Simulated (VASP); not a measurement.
Here is a VASP 6.6.1 calculation.

Contents of POSCAR:

```
BAs
1.0
    0.0000000000      1.8303300793      1.8303300793
    1.8303300793      0.0000000000      1.8303300793
    1.8303300793      1.8303300793      0.0000000000
B As
1 1
Direct
    0.0000000000      0.0000000000      0.0000000000
    0.2500000000      0.2500000000      0.2500000000
```

INCAR.step1

```
SYSTEM = BAs
ALGO = Normal ; EDIFF = 1E-4
ENCUT = 520 ; GGA = PE
ISMEAR = -1 ; LASPH = .True.
LCHARG = .False. ; LREAL = .False.
LWAVE = .True. ; NBANDS = 11
NELM = 100 ; PREC = Accurate
SIGMA = 0.05
```

INCAR.step2

```
SYSTEM = BAs
ALGO = Normal ; EDIFF = 1E-6
ENCUT = 520 ; ISIF = 2
ISMEAR = -1 ; ISTART = 1
LASPH = .True. ; LCHARG = .False.
LMIXTAU = .True. ; LREAL = .False.
LWAVE = .False. ; METAGGA = R2SCAN
NBANDS = 11 ; NELM = 100
PREC = Accurate ; SIGMA = 0.05
```

File KPOINTS:

```
k-points
0
Gamma
  13 13 13
  0 0 0
```

Potentials or basis: VASP PAW PBE potentials, release 64 (B, As).

The run is started by

```console
$ cat potpaw_PBE.64/B/POTCAR potpaw_PBE.64/As/POTCAR > POTCAR
$ cp INCAR.step1 INCAR
$ mpirun -np 1 vasp_std > vasp.out
$ cp INCAR.step2 INCAR
$ mpirun -np 1 vasp_std > vasp.out
```

(1) Predict the band gap on the k mesh.

(2) Predict the pressure.

## Answers

(1) 0.46 eV, indirect (least direct gap 5.47 eV).

(2) 548.2 GPa.

Caveat: the PAW data sets were made with another functional, which shifts forces and pressure a little.
